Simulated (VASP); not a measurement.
# ZnS (Cm) in VASP: a series of runs, part 2 of 2

VASP 6.6.1. Earlier steps stand in the parts before.

**4. Single point, PBE**

This run uses another cell than the first one, of the same volume but with other edges.

INCAR

```
SYSTEM = ZnS
  ALGO = Normal
  EDIFF = 1E-7
  ENCUT = 520
  GGA = PE
  ISIF = 2
  ISMEAR = 0
  LASPH = .True.
  LCHARG = .True.
  LELF = .True.
  LREAL = .False.
  LVHAR = .True.
  LWAVE = .False.
  NBANDS = 46
  NELM = 100
  PREC = Accurate
  SIGMA = 0.05
```

KPOINTS

```
k-points
0
Gamma
  8 8 3
  0 0 0
```

POSCAR

```
ZnS
1.0
   -3.8109987816      0.0000000000      0.0000000000
   -1.9054993908     -3.3004217586      0.0000000000
   -3.3344333839     -1.9251360118     12.4680000000
Zn S
4 4
Direct
   -0.0479990417     -0.0479990417      0.6537500000
    0.2436509583      0.2436509583      0.1537500000
    0.1395092917      0.1395092917      0.9037500000
    0.4311592917      0.4311592917      0.4037500000
   -0.1602842917     -0.1602842917      0.8462500000
    0.1313657083      0.1313657083      0.3462500000
    0.6105240417      0.6105240417      0.0962500000
    0.3188740417      0.3188740417      0.5962500000
```

Potentials or basis: VASP PAW PBE potentials, release 64 (Zn, S).

The run is started by

```sh
cat potpaw_PBE.64/Zn/POTCAR potpaw_PBE.64/S/POTCAR > POTCAR
mpirun -np 1 vasp_std > vasp.out
```

OUTCAR:

```text
SYSTEM = ZnS
   EDIFF = 1E-7
   ENCUT = 520
   GGA = PE
   ISIF = 2
   ISMEAR = 0
   LASPH = .True.
   LREAL = .False.
   NELM = 100
   PREC = Accurate

 ion  position               nearest neighbor table
   1  0.952  0.952  0.654-   8 2.31   8 2.31   8 2.31   5 2.40
   2  0.244  0.244  0.154-   7 2.31   7 2.31   7 2.31   6 2.40
   3  0.140  0.140  0.904-   5 2.31   5 2.31   5 2.31
   4  0.431  0.431  0.404-   6 2.31   6 2.31   6 2.31   8 2.40
   5  0.840  0.840  0.846-   3 2.31   3 2.31   3 2.31   1 2.40
   6  0.131  0.131  0.346-   4 2.31   4 2.31   4 2.31   2 2.40
   7  0.611  0.611  0.096-   2 2.31   2 2.31   2 2.31
[... 1391 lines left out ...]
  Total        2.1652806      1.6710687      3.1826151      0.4280000      0.5969212      1.0338980
  in kB       22.1217620     17.0726074     32.5154416      4.3726961      6.0984932     10.5629020
  external PRESSURE =      23.9032703 kB  Pullay stress =       0.0000000 kB

 VOLUME and BASIS-vectors are now :
 -----------------------------------------------------------------------------
  energy-cutoff  :      520.00
  volume of cell :      156.82
      direct lattice vectors                 reciprocal lattice vectors
    -3.810998782  0.000000000  0.000000000    -0.262398405  0.151495789 -0.046783766
    -1.905499391 -3.300421759  0.000000000     0.000000000 -0.302991579 -0.046783766
    -3.334433384 -1.925136012 12.468000000     0.000000000  0.000000000  0.080205326

 POSITION                                       TOTAL-FORCE (eV/Angst)
 -----------------------------------------------------------------------------------
     -7.62200     -4.40056      8.15096        -0.033394     -0.019280      0.133419
     -1.90550     -1.10014      1.91696        -0.123743     -0.071443      0.423114
     -3.81100     -2.20028     11.26796        -0.028974     -0.016728      0.138626
     -3.81100     -2.20028      5.03396        -0.002685     -0.001550      0.119070
     -7.62200     -4.40056     10.55104        -0.209165     -0.120762     -0.439694
     -1.90550     -1.10014      4.31704         0.024220      0.013984     -0.096895
     -3.81100     -2.20028      1.20004         0.388249      0.224156     -0.117918
     -3.81100     -2.20028      7.43404        -0.014508     -0.008376     -0.159721
 -----------------------------------------------------------------------------------
    total drift:                                0.000184      0.000106      0.000443

  FREE ENERGIE OF THE ION-ELECTRON SYSTEM (eV)
  ---------------------------------------------------
  free  energy   TOTEN  =       -26.4364989496 eV

  energy  without entropy=      -26.4364989496  energy(sigma->0) =      -26.43649895
```

stdout:

```text
POSCAR found type information on POSCAR ZnS
 POSCAR found :  2 types and       8 ions
 scaLAPACK will be used
 LDA part: xc-table for (Slater+PW92), standard interpolation
 POSCAR, INCAR and KPOINTS ok, starting setup
 FFT: planning ... GRIDC
 FFT: planning ... GRID_SOFT
 FFT: planning ... GRID
 WAVECAR not read
 entering main loop
```

It took 14 min on 1 thread of Oxide Virtual Turin-like, shared host; peak memory 0.43 GiB.

What came out:

- Free energy: -26.4365 eV
- Pressure: 2.4 GPa
- Largest force: 0.502 eV/Å
- Band gap on the k mesh: 1.36 eV, direct

Forces in eV/Å, atoms in the order of the input:
```
Zn  -0.033 -0.019  0.133
Zn  -0.124 -0.071  0.423
Zn  -0.029 -0.017  0.139
Zn  -0.003 -0.002  0.119
S   -0.209 -0.121 -0.440
S    0.024  0.014 -0.097
S    0.388  0.224 -0.118
S   -0.015 -0.008 -0.160
```

Stress tensor (GPa, compression positive):
```
2.21 0.44 1.06
0.44 1.71 0.61
1.06 0.61 3.25
```

Levels at points of the mesh, in eV from the valence-band top:
```
           k point  band 33  band 34  band 35  band 36  band 37  band 38  band 39  band 40
(0.00, 0.00, 0.00)    -0.48    -0.19    -0.17     0.00     1.36     2.68     3.10     3.42
(0.50, 0.00, 0.00)    -1.79    -1.63    -1.20    -0.57     1.82     3.13     3.40     3.99
(0.50, 0.50, 0.00)    -1.81    -1.57    -1.18    -0.81     1.92     3.11     3.44     3.88
```

**5. Single point, PBE**

This run uses another cell than the first one, of the same volume but with other edges.

INCAR

```
PREC = Accurate ; ENCUT = 520
EDIFF = 1E-7 ; ISMEAR = 0
SIGMA = 0.05 ; LREAL = F
LASPH = T ; NELM = 80
ALGO = Normal ; ISIF = 2
LWAVE = F ; LCHARG = F
GGA = PE ; NBANDS = 46
```

KPOINTS

```
regular mesh
0
Gamma
  8 8 3
```

POSCAR

```
ZnS
1.0
   -3.8109987816      0.0000000000      0.0000000000
   -1.9054993908     -3.3004217586      0.0000000000
   -4.2873736293     -2.4753163190     12.4680000000
Zn S
4 4
Direct
   -0.1569791667     -0.1569791667      0.6537500000
    0.2180208333      0.2180208333      0.1537500000
   -0.0111458333     -0.0111458333      0.9037500000
    0.3638541667      0.3638541667      0.4037500000
   -0.3013541667     -0.3013541667      0.8462500000
    0.0736458333      0.0736458333      0.3462500000
    0.5944791667      0.5944791667      0.0962500000
    0.2194791667      0.2194791667      0.5962500000
```

Potentials or basis: VASP PAW PBE potentials, release 64 (Zn, S).

The run is started by

```sh
cat potpaw_PBE.64/Zn/POTCAR potpaw_PBE.64/S/POTCAR > POTCAR
mpirun -np 1 vasp_std > vasp.out
```

OUTCAR:

```text
PREC = Accurate
   ENCUT = 520
   EDIFF = 1E-7
   ISMEAR = 0
   LREAL = F
   LASPH = T
   NELM = 80
   ISIF = 2
   GGA = PE

 ion  position               nearest neighbor table
   1  0.843  0.843  0.654-   8 2.31   8 2.31   8 2.31   5 2.40
   2  0.218  0.218  0.154-   7 2.31   7 2.31   7 2.31   6 2.40
   3  0.989  0.989  0.904-   5 2.31   5 2.31   5 2.31   7 2.91
   4  0.364  0.364  0.404-   6 2.31   6 2.31   6 2.31   8 2.40
   5  0.699  0.699  0.846-   3 2.31   3 2.31   3 2.31   1 2.40
   6  0.074  0.074  0.346-   4 2.31   4 2.31   4 2.31   2 2.40
   7  0.594  0.594  0.096-   2 2.31   2 2.31   2 2.31   3 2.91
[... 1391 lines left out ...]
  Total        1.9251982      2.0724742      3.0033442     -0.1275448     -0.9672650     -1.6753521
  in kB       19.6689410     21.1735984     30.6839065     -1.3030715     -9.8821397    -17.1163690
  external PRESSURE =      23.8421486 kB  Pullay stress =       0.0000000 kB

 VOLUME and BASIS-vectors are now :
 -----------------------------------------------------------------------------
  energy-cutoff  :      520.00
  volume of cell :      156.82
      direct lattice vectors                 reciprocal lattice vectors
    -3.810998782  0.000000000  0.000000000    -0.262398405  0.151495789 -0.060153994
    -1.905499391 -3.300421759  0.000000000     0.000000000 -0.302991579 -0.060153994
    -4.287373629 -2.475316319 12.468000000     0.000000000  0.000000000  0.080205326

 POSITION                                       TOTAL-FORCE (eV/Angst)
 -----------------------------------------------------------------------------------
     -7.62200     -4.40056      8.15096         0.042315      0.024430      0.148631
     -1.90550     -1.10014      1.91696         0.125075      0.072212      0.418749
     -9.52750     -5.50070     11.26796         0.210228      0.121375      0.195762
     -3.81100     -2.20028      5.03396         0.000402      0.000232      0.136140
     -7.62200     -4.40056     10.55104         0.253707      0.146478     -0.454830
     -1.90550     -1.10014      4.31704        -0.033953     -0.019603     -0.114878
     -3.81100     -2.20028      1.20004        -0.610187     -0.352292     -0.155663
     -3.81100     -2.20028      7.43404         0.012415      0.007168     -0.173911
 -----------------------------------------------------------------------------------
    total drift:                                0.001252      0.000723      0.003017

  FREE ENERGIE OF THE ION-ELECTRON SYSTEM (eV)
  ---------------------------------------------------
  free  energy   TOTEN  =       -26.4925188558 eV

  energy  without entropy=      -26.4925188558  energy(sigma->0) =      -26.49251886
```

OSZICAR:

```text
N       E                     dE             d eps       ncg     rms          rms(c)
DAV:   1     0.595100109418E+03    0.59510E+03   -0.33072E+04  5244   0.189E+03
DAV:   2     0.543103216190E+02   -0.54079E+03   -0.52057E+03  5244   0.440E+02
DAV:   3    -0.245074627507E+02   -0.78818E+02   -0.77209E+02  5770   0.153E+02
DAV:   4    -0.283794911757E+02   -0.38720E+01   -0.38556E+01  6424   0.341E+01
DAV:   5    -0.284387263635E+02   -0.59235E-01   -0.59205E-01  6130   0.431E+00    0.142E+01
DAV:   6    -0.264763455895E+02    0.19624E+01   -0.37737E+00  8076   0.435E+01    0.109E+01
DAV:   7    -0.265640198714E+02   -0.87674E-01   -0.49059E+00  5988   0.991E+00    0.406E+00
DAV:   8    -0.264934286024E+02    0.70591E-01   -0.53827E-01  6660   0.763E+00    0.138E+00
DAV:   9    -0.264913419387E+02    0.20867E-02   -0.11204E-01  6594   0.535E+00    0.400E-01
DAV:  10    -0.264919500211E+02   -0.60808E-03   -0.19909E-02  6186   0.211E+00    0.233E-01
DAV:  11    -0.264923340879E+02   -0.38407E-03   -0.28509E-03  7196   0.608E-01    0.136E-01
DAV:  12    -0.264925196912E+02   -0.18560E-03   -0.12132E-03  6570   0.548E-01    0.518E-02
DAV:  13    -0.264925138118E+02    0.58794E-05   -0.23067E-04  6214   0.173E-01    0.229E-02
DAV:  14    -0.264925119572E+02    0.18546E-05   -0.34785E-05  6756   0.531E-02    0.184E-02
DAV:  15    -0.264925172256E+02   -0.52684E-05   -0.80016E-06  6894   0.358E-02    0.108E-02
DAV:  16    -0.264925186156E+02   -0.13900E-05   -0.11404E-05  6080   0.400E-02    0.545E-03
DAV:  17    -0.264925187721E+02   -0.15654E-06   -0.43113E-06  6394   0.198E-02    0.279E-03
DAV:  18    -0.264925188558E+02   -0.83688E-07   -0.20036E-07  4380   0.306E-03
   1 F= -.26492519E+02 E0= -.26492519E+02  d E =-.338711E-13
```

stdout:

```text
POSCAR found type information on POSCAR ZnS
 POSCAR found :  2 types and       8 ions
 scaLAPACK will be used
 LDA part: xc-table for (Slater+PW92), standard interpolation
 POSCAR, INCAR and KPOINTS ok, starting setup
 FFT: planning ... GRIDC
 FFT: planning ... GRID_SOFT
 FFT: planning ... GRID
 WAVECAR not read
 entering main loop
```

Run time: 15 min. Hardware: 1 thread of Oxide Virtual Turin-like, shared host; peak memory 0.43 GiB.

What came out:

```
Free energy            : -26.4925 eV
Pressure               : 2.4 GPa
Largest force          : 0.722 eV/Å
Band gap on the k mesh : 1.43 eV, direct
```

Forces on the atoms (eV/Å):
```
Zn   0.042  0.024  0.149
Zn   0.125  0.072  0.419
Zn   0.210  0.121  0.196
Zn   0.000  0.000  0.136
S    0.254  0.146 -0.455
S   -0.034 -0.020 -0.115
S   -0.610 -0.352 -0.156
S    0.012  0.007 -0.174
```

**6. The runs side by side**

| cell | gap on the mesh (eV) | pressure (GPa) | largest force (eV/Å) |
| --- | --- | --- | --- |
| a = 3.811, b = 3.811, c = 13.859 Å, angles 67.8, 67.8, 60.0°, 8 atoms | 2.10 | 2.4 | 0.61 |
| a = 3.811, b = 3.811, c = 12.897 Å, angles 77.2, 77.2, 60.0°, 8 atoms | 1.55 | 2.1 | 0.55 |
| a = 3.811, b = 3.811, c = 13.049 Å, angles 75.2, 75.2, 60.0°, 8 atoms | 1.36 | 2.4 | 0.50 |
| a = 3.811, b = 3.811, c = 13.415 Å, angles 71.4, 71.4, 60.0°, 8 atoms | 1.43 | 2.4 | 0.72 |

Alike in all rows: task single point; level PBE; potentials or basis VASP PAW PBE potentials, release 64 (Zn, S); no spin polarisation; k mesh 8 × 8 × 3; cutoff (eV) 520; smearing gaussian 0.05 eV.

Total energies depend on the potentials used, so only differences within one code and one set of settings carry meaning.
